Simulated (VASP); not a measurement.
# ZrB (Fm-3m) in VASP: further runs, part 2 of 2

VASP 6.6.1.

**3. Single point, LDA**

INCAR

```
SYSTEM = ZrB
PREC = Accurate
ENCUT = 520
EDIFF = 1E-7
ISMEAR = 0
SIGMA = 0.15
LREAL = .FALSE.
LASPH = .TRUE.
NELM = 100
ALGO = Normal
ISIF = 2
LWAVE = .FALSE.
LCHARG = .FALSE.
NBANDS = 14
```

KPOINTS

```
Automatic mesh
0
G
  16 16 16
  0 0 0
```

POSCAR

```
ZrB
1.0
    0.0000000000      2.4153850465      2.4153850465
    2.4153850465      0.0000000000      2.4153850465
    2.4153850465      2.4153850465      0.0000000000
Zr B
1 1
Direct
    0.0000000000      0.0000000000      0.0000000000
    0.5000000000      0.5000000000      0.5000000000
```

Potentials or basis: VASP PAW LDA potentials, release 64 (Zr_sv, B).

The run is started by

```console
$ cat potpaw_LDA.64/Zr_sv/POTCAR potpaw_LDA.64/B/POTCAR > POTCAR
$ mpirun -np 1 vasp_std > vasp.out
```

OUTCAR:

```text
SYSTEM = ZrB
   PREC = Accurate
   ENCUT = 520
   EDIFF = 1E-7
   ISMEAR = 0
   LREAL = .FALSE.
   LASPH = .TRUE.
   NELM = 100
   ISIF = 2

 ion  position               nearest neighbor table
   1  0.000  0.000  0.000-   2 2.42   2 2.42   2 2.42   2 2.42   2 2.42   2 2.42
   2  0.500  0.500  0.500-   1 2.42   1 2.42   1 2.42   1 2.42   1 2.42   1 2.42

  LATTYP: Found a face centered cubic cell.
 ALAT       =     4.8307700930

  Lattice vectors:

 A1 = (   0.0000000000,   2.4153850465,   2.4153850465)
 A2 = (   2.4153850465,   0.0000000000,   2.4153850465)
 A3 = (   2.4153850465,   2.4153850465,   0.0000000000)

Analysis of symmetry for initial positions (statically):
=====================================================================
 Subroutine PRICEL returns:
 Original cell was already a primitive cell.

 Routine SETGRP: Setting up the symmetry group for a
 face centered cubic supercell.

 Subroutine GETGRP returns: Found 48 space group operations
 (whereof 48 operations were pure point group operations)
 out of a pool of 48 trial point group operations.

The static configuration has the point symmetry O_h .

Analysis of symmetry for dynamics (positions and initial velocities):
=====================================================================
 Subroutine PRICEL returns:
 Original cell was already a primitive cell.

 Routine SETGRP: Setting up the symmetry group for a
 face centered cubic supercell.

 Subroutine GETGRP returns: Found 48 space group operations
 (whereof 48 operations were pure point group operations)
 out of a pool of 48 trial point group operations.

The dynamic configuration has the point symmetry O_h .

 Subroutine INISYM returns: Found 48 space group operations
 (whereof 48 operations are pure point group operations),
 and found     1 'primitive' translations

----------------------------------------------------------------------------------------

                                     Primitive cell

  volume of cell :      28.1831

  direct lattice vectors                    reciprocal lattice vectors
     0.000000000  2.415385046  2.415385046    -0.207006332  0.207006332  0.207006332
     2.415385046  0.000000000  2.415385046     0.207006332 -0.207006332  0.207006332
     2.415385046  2.415385046  0.000000000     0.207006332  0.207006332 -0.207006332

  length of vectors
     3.415870291  3.415870291  3.415870291     0.358545485  0.358545485  0.358545485

  position of ions in fractional coordinates (direct lattice)
     0.000000000  0.000000000  0.000000000
     0.500000000  0.500000000  0.500000000

  ion indices of the primitive-cell ions
   primitive index   ion index
                 1           1
                 2           2

----------------------------------------------------------------------------------------

 KPOINTS: Automatic mesh

Automatic generation of k-mesh.
 Grid dimensions read from file:
 generate k-points for:   16   16   16

 Generating k-lattice:

  Cartesian coordinates                     Fractional coordinates (reciprocal lattice)
    -0.012937896  0.012937896  0.012937896     0.062500000  0.000000000  0.000000000
     0.012937896 -0.012937896  0.012937896     0.000000000  0.062500000  0.000000000
     0.012937896  0.012937896 -0.012937896     0.000000000  0.000000000  0.062500000

  Length of vectors
     0.022409093  0.022409093  0.022409093

  Shift w.r.t. Gamma in fractional coordinates (k-lattice)
     0.000000000  0.000000000  0.000000000

 Subroutine IBZKPT returns following result:
[... 36 lines left out ...]
   ions per type =               1   1
   NGX,Y,Z   is equivalent  to a cutoff of  13.63, 13.63, 13.63 a.u.
   NGXF,Y,Z  is equivalent  to a cutoff of  27.25, 27.25, 27.25 a.u.
 SYSTEM =  ZrB
   PREC   = accura    normal or accurate (medium, high low for compatibility)
   ISTART =      0    job   : 0-new  1-cont  2-samecut
   ICHARG =      2    charge: 1-file 2-atom 10-const
   ISPIN  =      1    spin polarized calculation?
   LNONCOLLINEAR =      F non collinear calculations
   LSORBIT =      F    spin-orbit coupling
   LASPH  =      T    aspherical Exc in radial PAW
   ENCUT  =  520.0 eV  38.22 Ry    6.18 a.u.   6.35  6.35  6.35*2*pi/ulx,y,z
   NELM   =    100;   NELMIN=  2; NELMDL= -5     # of ELM steps
   EDIFF  = 0.1E-06   stopping-criterion for ELM
   LREAL  =      F    real-space projection
   EDIFFG = 0.1E-05   stopping-criterion for IOM
   NSW    =      0    number of steps for IOM
   IBRION =     -1    ionic relax: 0-MD 1-quasi-New 2-CG
   NFREE  =      0    steps in history (QN), initial steepest desc. (CG)
   ISIF   =      2    stress and relaxation
   ISYM   =      2    0-nonsym 1-usesym 2-fastsym
   POTIM  = 0.5000    time-step for ionic-motion
   TEBEG  =    0.0;   TEEND  =   0.0 temperature during run
   PSTRESS=    0.0 pullay stress
   NELECT =      15.0000    total number of electrons
   NUPDOWN=      -1.0000    fix difference up-down
   EMIN   =  10.00;   EMAX   =-10.00  energy-range for DOS
   EFERMI =   0.00;   METHOD = LEGACY
   ISMEAR =     0;   SIGMA  =   0.15  broadening in eV -4-tet -1-fermi 0-gaus
   EFERMI_NEDOS =   21; number of points for ismear=-14 and -15
   IALGO  =     38    algorithm
   IMIX   =      4    mixing-type and parameters
     AMIX     =   0.40;   BMIX     =  1.00
     AMIX_MAG =   1.60;   BMIX_MAG =  1.00
  volume/ion in A,a.u.               =      14.09        95.09
  Fermi-wavevector in a.u.,A,eV,Ry     =   1.326709  2.507116 23.948372  1.760156
  Thomas-Fermi vector in A             =   2.456075
   LORBIT       =      0    0 simple, 1 ext, 2 COOP (PROOUT), +10 PAW based schemes
   GGA     = CA    functional components
   LHFCALC =     F    Hartree Fock is set to
   AEXX    =    0.0000 exact exchange contribution
   IVDW    =     0    specifies the selected vdW correction
   LEPSILON=     F    determine dielectric tensor
   LRPA    =     F    only Hartree local field effects (RPA)
 non-spin polarized calculation
 Gauss-broadening in eV      SIGMA  =   0.15
  energy-cutoff  :      520.00
  volume of cell :       28.18
 maximum number of plane-waves:       775
 NGX is ok and might be reduce to    28
   NGX = 13   NGY = 13   NGZ = 13

 number of electron      15.0000000 magnetization

 Free energy of the ion-electron system (eV)
  ---------------------------------------------------
  ext. energy  EPLUGINS =         0.00000000
  ---------------------------------------------------
  free energy    TOTEN  =       -17.52722848 eV

  energy without entropy =      -17.51454163  energy(sigma->0) =      -17.52088505

 E-fermi :   7.7570     XC(G=0): -11.8579

 val. band max:        7.7311991187   @ k =   0.5000   0.2500   0.0000
 cond. band min:       7.7772599149   @ k =  -0.4375   0.3750   0.1250
 fundamental gap:      0.0460607962
 Fermi energy:         7.7569700628

 k-point     1 :       0.0000    0.0000    0.0000
  band No.  band energies     occupation
      1     -39.2412      2.00000
      2     -17.1990      2.00000
      3     -17.1990      2.00000
      4     -17.1990      2.00000
      5      -0.2629      2.00000
      6       9.5051      0.00000
      7       9.5051      0.00000
      8       9.5051      0.00000
      9      11.0395      0.00000
     10      11.0395      0.00000
     11      11.2864      0.00000
     12      11.2864      0.00000
     13      11.2864      0.00000
     14      18.6143      0.00000
[... 377 lines left out ...]
      1     -39.2339      2.00000
      2     -17.2611      2.00000
      3     -17.2167      2.00000
      4     -17.2009      2.00000
      5      -0.0182      2.00000
      6       8.9365      0.00000
      7       9.0150      0.00000
      8       9.3684      0.00000
      9       9.6391      0.00000
     10      10.5679      0.00000
     11      11.7515      0.00000
     12      12.4039      0.00000
     13      13.3411      0.00000
     14      19.1959      0.00000

 [... further k-points ...]

------------------------ aborting loop because EDIFF is reached ----------------------------------------

  FORCE on cell =-STRESS in cart. coord.  units (eV):
  Direction    XX          YY          ZZ          XY          YZ          ZX
  --------------------------------------------------------------------------------------
  -------------------------------------------------------------------------------------
  Total        0.0622372      0.0622372      0.0622372      0.0000000      0.0000000      0.0000000
  in kB        3.5381103      3.5381103      3.5381103      0.0000000      0.0000000      0.0000000
  external PRESSURE =       3.5381103 kB  Pullay stress =       0.0000000 kB

 VOLUME and BASIS-vectors are now :
 -----------------------------------------------------------------------------
  energy-cutoff  :      520.00
  volume of cell :       28.18
      direct lattice vectors                 reciprocal lattice vectors
     0.000000000  2.415385046  2.415385046    -0.207006332  0.207006332  0.207006332
     2.415385046  0.000000000  2.415385046     0.207006332 -0.207006332  0.207006332
     2.415385046  2.415385046  0.000000000     0.207006332  0.207006332 -0.207006332

 POSITION                                       TOTAL-FORCE (eV/Angst)
 -----------------------------------------------------------------------------------
      0.00000      0.00000      0.00000        -0.000000     -0.000000      0.000000
      2.41539      2.41539      2.41539         0.000000      0.000000     -0.000000
 -----------------------------------------------------------------------------------
    total drift:                               -0.000000      0.000000      0.000000

  FREE ENERGIE OF THE ION-ELECTRON SYSTEM (eV)
  ---------------------------------------------------
  free  energy   TOTEN  =       -17.5272284792 eV

  energy  without entropy=      -17.5145416288  energy(sigma->0) =      -17.52088505
```

OSZICAR:

```text
N       E                     dE             d eps       ncg     rms          rms(c)
DAV:   1     0.941483967492E+02    0.94148E+02   -0.78238E+03  4060   0.103E+03
DAV:   2    -0.152844498561E+02   -0.10943E+03   -0.10372E+03  4960   0.280E+02
DAV:   3    -0.193384443267E+02   -0.40540E+01   -0.40064E+01  6210   0.455E+01
DAV:   4    -0.194232230442E+02   -0.84779E-01   -0.84759E-01  4776   0.616E+00
DAV:   5    -0.194250256340E+02   -0.18026E-02   -0.18026E-02  6090   0.663E-01    0.186E+01
DAV:   6    -0.175450825861E+02    0.18799E+01   -0.28365E+00  4702   0.144E+01    0.645E+00
DAV:   7    -0.175320149220E+02    0.13068E-01   -0.25535E-01  5664   0.344E+00    0.313E+00
DAV:   8    -0.175278784794E+02    0.41364E-02   -0.34100E-02  5106   0.139E+00    0.352E-01
DAV:   9    -0.175271919155E+02    0.68656E-03   -0.31720E-03  4924   0.324E-01    0.150E-01
DAV:  10    -0.175272328105E+02   -0.40895E-04   -0.39406E-04  4672   0.212E-01    0.352E-02
DAV:  11    -0.175272290637E+02    0.37469E-05   -0.17872E-05  5232   0.364E-02    0.495E-03
DAV:  12    -0.175272285000E+02    0.56369E-06   -0.66833E-07  4900   0.905E-03    0.149E-03
DAV:  13    -0.175272284792E+02    0.20747E-07   -0.48208E-08  2932   0.221E-03
   1 F= -.17527228E+02 E0= -.17520885E+02  d E =-.126869E-01
```

stdout:

```text
POSCAR found type information on POSCAR ZrB
 POSCAR found :  2 types and       2 ions
 scaLAPACK will be used
 LDA part: xc-table for (Slater(with rela. corr.)+CA(PZ))
 , standard interpolation
 POSCAR, INCAR and KPOINTS ok, starting setup
 FFT: planning ... GRIDC
 FFT: planning ... GRID_SOFT
 FFT: planning ... GRID
 WAVECAR not read
 entering main loop
```

It took 25 s on 1 thread of Intel Xeon 6975P-C (Granite Rapids), shared host; peak memory 0.18 GiB.

What came out:

```yaml
Free_energy: -17.5272 eV
Pressure: 0.4 GPa
```

Levels at points of the mesh, in eV from the Fermi level:
| k point | band 4 | band 5 | band 6 | band 7 | band 8 | band 9 | band 10 | band 11 | band 12 | band 13 |
| --- | --- | --- | --- | --- | --- | --- | --- | --- | --- | --- |
| (0.00, 0.00, 0.00) | -24.96 | -8.02 | 1.75 | 1.75 | 1.75 | 3.28 | 3.28 | 3.53 | 3.53 | 3.53 |
| (0.50, 0.00, 0.00) | -25.02 | -3.90 | -3.88 | -1.23 | -1.23 | 5.02 | 5.02 | 6.37 | 7.78 | 11.83 |
| (0.50, 0.50, 0.00) | -25.18 | -6.09 | -0.89 | -0.62 | 2.19 | 2.19 | 4.80 | 5.99 | 5.99 | 9.11 |

**4. Single point, LDA**

INCAR

```
PREC = Accurate
ENCUT = 520
EDIFF = 1E-7
ISMEAR = 0
SIGMA = 0.15
LREAL = False
LASPH = True
NELM = 100
ALGO = Normal
ISIF = 2
LWAVE = False
LCHARG = True
GGA = CA
LELF = True
LVHAR = True
NBANDS = 14
```

KPOINTS

```
Automatic mesh
0
Gamma
  18 18 18
```

POSCAR is that of step 3.

The run is started by

```console
$ cat potpaw_LDA.64/Zr_sv/POTCAR potpaw_LDA.64/B/POTCAR > POTCAR
$ mpirun -np 1 vasp_std > vasp.out
```

Wall time 34 s (1 thread of Intel Xeon 6975P-C (Granite Rapids), shared host); peak memory 0.2 GiB.

Results (log left out):

- Free energy: -17.5269 eV
- Pressure: 0.4 GPa

Levels at points of the mesh, in eV from the Fermi level:
| k point | band 4 | band 5 | band 6 | band 7 | band 8 | band 9 | band 10 | band 11 | band 12 | band 13 |
| --- | --- | --- | --- | --- | --- | --- | --- | --- | --- | --- |
| (0.00, 0.00, 0.00) | -24.95 | -8.01 | 1.75 | 1.75 | 1.75 | 3.29 | 3.29 | 3.54 | 3.54 | 3.54 |
| (0.50, 0.00, 0.00) | -25.02 | -3.90 | -3.87 | -1.22 | -1.22 | 5.02 | 5.02 | 6.38 | 7.78 | 11.83 |
| (0.50, 0.50, 0.00) | -25.18 | -6.09 | -0.88 | -0.61 | 2.20 | 2.20 | 4.80 | 6.00 | 6.00 | 9.12 |

**5. Summary**

```tsv
k mesh	smearing	gap on the mesh (eV)	pressure (GPa)
16 × 16 × 16	gaussian 0.1 eV	none	0.3
16 × 16 × 16	gaussian 0.15 eV	none	0.4
18 × 18 × 18	gaussian 0.15 eV	none	0.4
```

Alike in all rows: task single point; level LDA; potentials or basis VASP PAW LDA potentials, release 64 (Zr_sv, B); no spin polarisation; cell a = 3.416 Å, angles 60.0°, 2 atoms; cutoff (eV) 520.

Every run on the cell as given and a fine mesh finds a metal.

Absolute energies hang on the potentials; compare differences alone.
